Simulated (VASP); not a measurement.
# ZrN (Fm-3m) in VASP: single point with PBEsol

Aim: the single point of ZrN with PBEsol.

Everything below comes from runs of VASP 6.6.1. Logs are shortened: lines on timing, memory, paths and dates and some standing lists are left out, and cuts for length are marked.

### 1 The cell of the first run

Symmetry: Fm-3m, No. 225, cubic system. Conventional cell: a = 4.600 Å, b = 4.600 Å, c = 4.600 Å, α = 90.00°, β = 90.00°, γ = 90.00°. Within 3.0 Å of Zr (site symmetry m-3m) lie 6 N at 2.30 Å. N (site symmetry m-3m) has 6 Zr at 2.30 Å within 3.0 Å.

### 2 Single point, PBEsol

The input, INCAR:

```
SYSTEM = ZrN
ALGO = Normal
EDIFF = 1E-6
ENCUT = 600
GGA = PS
GGA_COMPAT = .False.
ISIF = 2
ISMEAR = -1
LASPH = .True.
LCHARG = .False.
LREAL = .False.
LWAVE = .False.
NBANDS = 16
NELM = 120
PREC = Accurate
SIGMA = 0.1
```

The input, KPOINTS:

```
k-points
0
Gamma
  11 11 11
  0 0 0
```

The input, POSCAR:

```
ZrN
1.0
    0.0000000000      2.3000000000      2.3000000000
    2.3000000000      0.0000000000      2.3000000000
    2.3000000000      2.3000000000      0.0000000000
Zr N
1 1
Direct
    0.5000000000      0.5000000000      0.5000000000
    0.0000000000      0.0000000000      0.0000000000
```

Potentials or basis: VASP PAW PBE potentials, release 64 (Zr_sv, N).

The run is started by

```sh
cat potpaw_PBE.64/Zr_sv/POTCAR potpaw_PBE.64/N/POTCAR > POTCAR
mpirun -np 1 vasp_std > vasp.out
```

OUTCAR:

```text
SYSTEM = ZrN
   EDIFF = 1E-6
   ENCUT = 600
   GGA = PS
   ISIF = 2
   ISMEAR = -1
   LASPH = .True.
   LREAL = .False.
   NELM = 120
   PREC = Accurate

 ion  position               nearest neighbor table
   1  0.500  0.500  0.500-   2 2.30   2 2.30   2 2.30   2 2.30   2 2.30   2 2.30
   2  0.000  0.000  0.000-   1 2.30   1 2.30   1 2.30   1 2.30   1 2.30   1 2.30

  LATTYP: Found a face centered cubic cell.
 ALAT       =     4.6000000000

  Lattice vectors:

 A1 = (   0.0000000000,   2.3000000000,   2.3000000000)
 A2 = (   2.3000000000,   0.0000000000,   2.3000000000)
 A3 = (   2.3000000000,   2.3000000000,   0.0000000000)

Analysis of symmetry for initial positions (statically):
=====================================================================
 Subroutine PRICEL returns:
 Original cell was already a primitive cell.

 Routine SETGRP: Setting up the symmetry group for a
 face centered cubic supercell.

 Subroutine GETGRP returns: Found 48 space group operations
 (whereof 48 operations were pure point group operations)
 out of a pool of 48 trial point group operations.

The static configuration has the point symmetry O_h .

Analysis of symmetry for dynamics (positions and initial velocities):
=====================================================================
 Subroutine PRICEL returns:
 Original cell was already a primitive cell.

 Routine SETGRP: Setting up the symmetry group for a
 face centered cubic supercell.

 Subroutine GETGRP returns: Found 48 space group operations
 (whereof 48 operations were pure point group operations)
 out of a pool of 48 trial point group operations.

The dynamic configuration has the point symmetry O_h .

 Subroutine INISYM returns: Found 48 space group operations
 (whereof 48 operations are pure point group operations),
 and found     1 'primitive' translations

----------------------------------------------------------------------------------------

                                     Primitive cell

  volume of cell :      24.3340

  direct lattice vectors                    reciprocal lattice vectors
     0.000000000  2.300000000  2.300000000    -0.217391304  0.217391304  0.217391304
     2.300000000  0.000000000  2.300000000     0.217391304 -0.217391304  0.217391304
     2.300000000  2.300000000  0.000000000     0.217391304  0.217391304 -0.217391304

  length of vectors
     3.252691193  3.252691193  3.252691193     0.376532784  0.376532784  0.376532784

  position of ions in fractional coordinates (direct lattice)
     0.500000000  0.500000000  0.500000000
     0.000000000  0.000000000  0.000000000

  ion indices of the primitive-cell ions
   primitive index   ion index
                 1           1
                 2           2

----------------------------------------------------------------------------------------

 KPOINTS: k-points

Automatic generation of k-mesh.
 Grid dimensions read from file:
 generate k-points for:   11   11   11

 Generating k-lattice:

  Cartesian coordinates                     Fractional coordinates (reciprocal lattice)
    -0.019762846  0.019762846  0.019762846     0.090909091  0.000000000  0.000000000
     0.019762846 -0.019762846  0.019762846     0.000000000  0.090909091  0.000000000
     0.019762846  0.019762846 -0.019762846     0.000000000  0.000000000  0.090909091

  Length of vectors
     0.034230253  0.034230253  0.034230253

  Shift w.r.t. Gamma in fractional coordinates (k-lattice)
     0.000000000  0.000000000  0.000000000

 Subroutine IBZKPT returns following result:
 ===========================================

 Found     56 irreducible k-points:

 Following reciprocal coordinates:
            Coordinates               Weight
  0.000000  0.000000  0.000000      1.000000
  0.090909  0.000000  0.000000      8.000000
  0.181818  0.000000  0.000000      8.000000
  0.272727  0.000000  0.000000      8.000000
  0.363636  0.000000  0.000000      8.000000
  0.454545  0.000000  0.000000      8.000000
[... 16 lines left out ...]
 -0.272727  0.181818  0.000000     24.000000
 -0.181818  0.181818  0.000000     12.000000
 [... further k-points ...]
   k-points           NKPTS =     56   k-points in BZ     NKDIM =     56   number of bands    NBANDS=     16
   number of dos      NEDOS =    301   number of ions     NIONS =      2
   total plane-waves  NPLWV =  21952
   dimension x,y,z NGX =    28 NGY =   28 NGZ =   28
   dimension x,y,z NGXF=    56 NGYF=   56 NGZF=   56
   ions per type =               1   1
   NGX,Y,Z   is equivalent  to a cutoff of  14.31, 14.31, 14.31 a.u.
   NGXF,Y,Z  is equivalent  to a cutoff of  28.62, 28.62, 28.62 a.u.
 SYSTEM =  ZrN
   PREC   = accura    normal or accurate (medium, high low for compatibility)
   ISTART =      0    job   : 0-new  1-cont  2-samecut
   ICHARG =      2    charge: 1-file 2-atom 10-const
   ISPIN  =      1    spin polarized calculation?
   LNONCOLLINEAR =      F non collinear calculations
   LSORBIT =      F    spin-orbit coupling
   LASPH  =      T    aspherical Exc in radial PAW
   ENCUT  =  600.0 eV  44.10 Ry    6.64 a.u.   6.50  6.50  6.50*2*pi/ulx,y,z
   NELM   =    120;   NELMIN=  2; NELMDL= -5     # of ELM steps
   EDIFF  = 0.1E-05   stopping-criterion for ELM
   LREAL  =      F    real-space projection
   EDIFFG = 0.1E-04   stopping-criterion for IOM
   NSW    =      0    number of steps for IOM
   IBRION =     -1    ionic relax: 0-MD 1-quasi-New 2-CG
   NFREE  =      0    steps in history (QN), initial steepest desc. (CG)
   ISIF   =      2    stress and relaxation
   ISYM   =      2    0-nonsym 1-usesym 2-fastsym
   POTIM  = 0.5000    time-step for ionic-motion
   TEBEG  =    0.0;   TEEND  =   0.0 temperature during run
   PSTRESS=    0.0 pullay stress
   NELECT =      17.0000    total number of electrons
   NUPDOWN=      -1.0000    fix difference up-down
   EMIN   =  10.00;   EMAX   =-10.00  energy-range for DOS
   EFERMI =   0.00;   METHOD = LEGACY
   ISMEAR =    -1;   SIGMA  =   0.10  broadening in eV -4-tet -1-fermi 0-gaus
   EFERMI_NEDOS =   21; number of points for ismear=-14 and -15
   IALGO  =     38    algorithm
   IMIX   =      4    mixing-type and parameters
     AMIX     =   0.40;   BMIX     =  1.00
     AMIX_MAG =   1.60;   BMIX_MAG =  1.00
  volume/ion in A,a.u.               =      12.17        82.11
  Fermi-wavevector in a.u.,A,eV,Ry     =   1.452624  2.745062 28.709889  2.110117
  Thomas-Fermi vector in A             =   2.569985
   LORBIT       =      0    0 simple, 1 ext, 2 COOP (PROOUT), +10 PAW based schemes
   GGA     = PS    functional components
   LHFCALC =     F    Hartree Fock is set to
   AEXX    =    0.0000 exact exchange contribution
   IVDW    =     0    specifies the selected vdW correction
   LEPSILON=     F    determine dielectric tensor
   LRPA    =     F    only Hartree local field effects (RPA)
 non-spin polarized calculation
  energy-cutoff  :      600.00
  volume of cell :       24.33
 maximum number of plane-waves:       869
 NGX is ok and might be reduce to    28
   NGX = 13   NGY = 13   NGZ = 13

 number of electron      17.0000000 magnetization

 Free energy of the ion-electron system (eV)
  ---------------------------------------------------
  ext. energy  EPLUGINS =         0.00000000
  ---------------------------------------------------
  free energy    TOTEN  =       -21.54450830 eV

  energy without entropy =      -21.51978791  energy(sigma->0) =      -21.53214810

 E-fermi :  11.6569     XC(G=0): -12.6283

 val. band max:       11.6554732769   @ k =   0.4545   0.1818   0.0000
 cond. band min:      11.7675403441   @ k =  -0.4545   0.2727   0.0909
 fundamental gap:      0.1120670672
 Fermi energy:        11.6568712333

 k-point     1 :       0.0000    0.0000    0.0000
  band No.  band energies     occupation
      1     -37.7836      2.00000
      2     -15.4428      2.00000
      3     -15.4428      2.00000
      4     -15.4428      2.00000
      5      -4.4699      2.00000
      6       9.0728      2.00000
[... 8 lines left out ...]
     15      20.7916      0.00000
     16      34.0430      0.00000

 k-point     2 :       0.0909    0.0000    0.0000
  band No.  band energies     occupation
      1     -37.7728      2.00000
      2     -15.5433      2.00000
      3     -15.4503      2.00000
      4     -15.4503      2.00000
      5      -4.3040      2.00000
      6       8.3932      2.00000
[... 8 lines left out ...]
     15      21.3430      0.00000
     16      32.2561      0.00000

 k-point     3 :       0.1818    0.0000    0.0000
  band No.  band energies     occupation
      1     -37.7438      2.00000
      2     -15.8029      2.00000
      3     -15.4703      2.00000
      4     -15.4703      2.00000
      5      -3.8590      2.00000
      6       7.0878      2.00000
[... 8 lines left out ...]
     15      22.7013      0.00000
     16      29.9347      0.00000

 k-point     4 :       0.2727    0.0000    0.0000
  band No.  band energies     occupation
      1     -37.7055      2.00000
      2     -16.1233      2.00000
      3     -15.4963      2.00000
      4     -15.4963      2.00000
      5      -3.2650      2.00000
      6       5.7824      2.00000
[... 8 lines left out ...]
     15      23.8491      0.00000
     16      27.9799      0.00000
[... 324 lines left out ...]
 k-point    22 :      -0.3636    0.1818    0.0000
  band No.  band energies     occupation
      1     -37.6365      2.00000
      2     -16.4008      2.00000
      3     -15.7747      2.00000
      4     -15.5603      2.00000
      5      -2.7008      2.00000
      6       4.7742      2.00000
[... 8 lines left out ...]
     15      23.5565      0.00000
     16      24.1414      0.00000

 k-point    23 :      -0.2727    0.1818    0.0000
  band No.  band energies     occupation
      1     -37.6601      2.00000
      2     -16.2632      2.00000
      3     -15.7524      2.00000
      4     -15.5151      2.00000
      5      -2.8875      2.00000
      6       5.0419      2.00000
[... 8 lines left out ...]
     15      24.0695      0.00000
     16      24.5109      0.00000

 k-point    24 :      -0.1818    0.1818    0.0000
  band No.  band energies     occupation
      1     -37.6928      2.00000
      2     -16.0866      2.00000
      3     -15.6702      2.00000
      4     -15.4780      2.00000
      5      -3.2240      2.00000
      6       5.6150      2.00000
[... 8 lines left out ...]
     15      24.3556      0.00000
     16      25.4544      0.00000

 [... further k-points ...]

------------------------ aborting loop because EDIFF is reached ----------------------------------------

  FORCE on cell =-STRESS in cart. coord.  units (eV):
  Direction    XX          YY          ZZ          XY          YZ          ZX
  --------------------------------------------------------------------------------------
  -------------------------------------------------------------------------------------
  Total       -1.1421362     -1.1421362     -1.1421362      0.0000000     -0.0000000      0.0000000
  in kB      -75.1995047    -75.1995047    -75.1995047      0.0000000     -0.0000000      0.0000000
  external PRESSURE =     -75.1995047 kB  Pullay stress =       0.0000000 kB

 VOLUME and BASIS-vectors are now :
 -----------------------------------------------------------------------------
  energy-cutoff  :      600.00
  volume of cell :       24.33
      direct lattice vectors                 reciprocal lattice vectors
     0.000000000  2.300000000  2.300000000    -0.217391304  0.217391304  0.217391304
     2.300000000  0.000000000  2.300000000     0.217391304 -0.217391304  0.217391304
     2.300000000  2.300000000  0.000000000     0.217391304  0.217391304 -0.217391304

 POSITION                                       TOTAL-FORCE (eV/Angst)
 -----------------------------------------------------------------------------------
      2.30000      2.30000      2.30000        -0.000000     -0.000000     -0.000000
      0.00000      0.00000      0.00000         0.000000      0.000000      0.000000
 -----------------------------------------------------------------------------------
    total drift:                                0.000000      0.000000      0.000000

  FREE ENERGIE OF THE ION-ELECTRON SYSTEM (eV)
  ---------------------------------------------------
  free  energy   TOTEN  =       -21.5445082953 eV

  energy  without entropy=      -21.5197879072  energy(sigma->0) =      -21.53214810
```

Run time: 15 s. Hardware: 1 thread of Intel Xeon 6975P-C (Granite Rapids), shared host; peak memory 0.17 GiB.

What came out:

* Free energy: -21.5445 eV
* Pressure: -7.5 GPa

Levels at points of the mesh, in eV from the Fermi level:
| k point | band 5 | band 6 | band 7 | band 8 | band 9 | band 10 | band 11 | band 12 | band 13 | band 14 |
| --- | --- | --- | --- | --- | --- | --- | --- | --- | --- | --- |
| (0.00, 0.00, 0.00) | -16.13 | -2.58 | -2.58 | -2.58 | -0.38 | -0.38 | -0.38 | 1.58 | 1.58 | 2.80 |

Caveat: the PAW data sets were made with another functional, which shifts forces and pressure a little.
